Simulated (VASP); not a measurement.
**SrCl2: single point with HSE06**

SrCl2:

```
CELL_PARAMETERS angstrom
0.00000 3.35466 3.58287
3.35466 0.00000 3.58287
3.35466 3.35466 0.00000
ATOMIC_POSITIONS crystal
Sr 0.00000 0.00000 0.00000
Cl 0.25000 0.25000 0.25000
Cl 0.75000 0.75000 0.75000
```

This cell differs from its parent crystal: epitaxial xy strain -4.1%.

```json
{"Program": "VASP 6.6.1", "Task": "single point", "Functional": "HSE06", "Potentials or basis": "VASP PAW PBE potentials, release 64 (Sr_sv, Cl)", "Cutoff": "520 eV", "k mesh": "4 × 4 × 4", "Occupations": "gaussian, width 0.01 eV", "Spin": "no spin polarisation", "Dipole correction": "no", "Grid for exact exchange (PRECFOCK)": "Normal", "Further INCAR settings": "ALGO = Normal; EDIFF = 1e-06; NBANDS = 19", "Share of exact exchange": "0.25", "Screening parameter": "0.2079 1/Å"}
```

The pressure is 2.8 GPa. The band gap on the k mesh is 6.44 eV (least direct gap 6.57 eV).

Stress tensor (GPa, compression positive):
```
4.03 0.00 0.00
0.00 4.03 0.00
0.00 0.00 0.31
```

Levels at points of the mesh, in eV from the valence-band top:
```
           k point  band 9  band 10  band 11  band 12  band 13  band 14  band 15  band 16
(0.00, 0.00, 0.00)   -2.48    -0.90    -0.37    -0.37     6.44     7.28     7.56    10.09
(0.50, 0.00, 0.00)   -1.84    -1.68    -1.39    -1.36     7.98     8.10     8.98     9.03
(0.50, 0.50, 0.00)   -2.35    -0.50    -0.50    -0.42     6.59     8.13     9.17     9.27
(0.50, 0.00, 0.50)   -2.19    -0.98    -0.36     0.00     6.57     8.70     9.17     9.64
```

Run time: 13 min on 1 thread of Intel(R) Xeon(R) 6975P-C (Granite Rapids), with other jobs on the host, peak memory 0.35 GiB.

Caveat: the cell differs from its parent crystal (epitaxial xy strain -4.1%); the PAW data sets were made with another functional, which shifts forces and pressure a little. A k mesh can miss the band edges.
